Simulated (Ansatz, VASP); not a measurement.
**Two plane-wave programs on Rh**

The input INCAR:

```
ALGO = Fast
EDIFF = 1E-7
ENCUT = 520
GGA = PS
ISIF = 2
ISMEAR = 0
LASPH = True
LCHARG = False
LREAL = False
LWAVE = False
NBANDS = 14
NELM = 100
PREC = Accurate
SIGMA = 0.15
```

KPOINTS

```
k-points
0
Gamma
  22 22 22
```

The input POSCAR:

```
Rh
1.0
    0.0000000000      1.9015500000      1.9015500000
    1.9776120000      0.0000000000      1.9015500000
    1.9776120000      1.9015500000      0.0000000000
Rh
1
Direct
    0.0000000000      0.0000000000      0.0000000000
```

Input for Ansatz:

```yaml
crystal:
  lattice:
    - [0.0, 1.90155, 1.90155]
    - [1.977612, 0.0, 1.90155]
    - [1.977612, 1.90155, 0.0]
  atoms:
    - { symbol: Rh, position: [0.0, 0.0, 0.0] }
basis:
  ecutwfc: 420
kpoints:
  mp_grid: { grid: [22, 22, 22] }
hamiltonian:
  xc: pbesol
scf:
  occupations: { method: gaussian, width: 0.15 }
output:
  forces: true
  stress: true
  eigenvalues: true
```

Change from the starting cell: strain +0.0400 x Voigt [1, 0, 0, 0, 0, 0], atoms carried along.

Alike in both runs: task single point; functional PBEsol; k mesh 22 × 22 × 22; occupations gaussian, width 0.15 eV; no spin polarisation.

```csv
,VASP,Ansatz
version,VASP 6.6.1,Ansatz 0.2.0
potentials or method,"VASP PAW PBE potentials, release 64 (Rh_pv), cutoff 520 eV","scalar-relativistic, plane waves, PAW"
valence electrons in the cell,15,17
```

Ansatz gave:

```
gap on the k mesh at the Fermi level (eV)                     : none
pressure (GPa)                                                : -14.3
traceless stress, the component that is largest in VASP (GPa) : -5.88
```

**Question.** Estimate VASP's values.

**Answer.** gap on the k mesh at the Fermi level (eV): none; pressure (GPa): -14.4; traceless stress, the component that is largest in VASP (GPa): -5.87.

VASP's potentials were made for PBE, not for PBEsol. A gap of «none» marks a metal or a gap that the smearing closes. VASP's potentials hold 15 valence electrons a cell and Ansatz's 17, so a difference there can come from the potentials and not from the codes.
